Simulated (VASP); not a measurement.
The system is C.

```
CELL_PARAMETERS angstrom
1.22803 0.70900 3.34701
-1.22803 0.70900 3.34701
0.00000 -1.41801 3.34701
ATOMIC_POSITIONS crystal
C 0.83600 0.83600 0.83600
C 0.16400 0.16400 0.16400
```

```yaml
Program: VASP 6.6.1
Task: relaxation of cell and atoms
Functional: LDA
Potentials_or_basis: VASP PAW LDA potentials, release 64 (C)
Cutoff: 600 eV
k_mesh: 19 × 19 × 19
Occupations: methfessel-paxton, width 0.1 eV
Spin: no spin polarisation
```

At the start: pressure -3.8 GPa; volume 8.74 Å³/atom.

Problem. How do energy, volume and symmetry change on relaxing?

Solution. Over 8 steps the energy falls by 13.1 meV/atom and the volume is 8.62 Å³/atom (-1.4 %); space group R-3m (No. 166, to 0.1 Å) before and after.

Step by step:
```tsv
step	energy change (eV)	largest force (eV/Å)	pressure (GPa)	volume (Å³)
1	0.0000	0.9047	-3.77	17.48
2	-0.0031	0.5929	8.29	16.97
3	-0.0244	0.1288	2.41	17.22
4	-0.0217	0.2074	-4.22	17.46
5	-0.0261	0.0001	-0.23	17.31
6	-0.0261	0.0024	-0.13	17.31
7	-0.0262	0.0013	-0.10	17.29
8	-0.0263	0.0021	0.00	17.25
```

Final structure:
```xyz
2
Lattice="1.2230 0.7061 3.3288 -1.2230 0.7061 3.3288 0.0000 -1.4122 3.3288" Properties=species:S:1:pos:R:3 pbc="T T T"
C     0.0000    0.0000    8.3224
C     0.0000    0.0000    1.6639
```
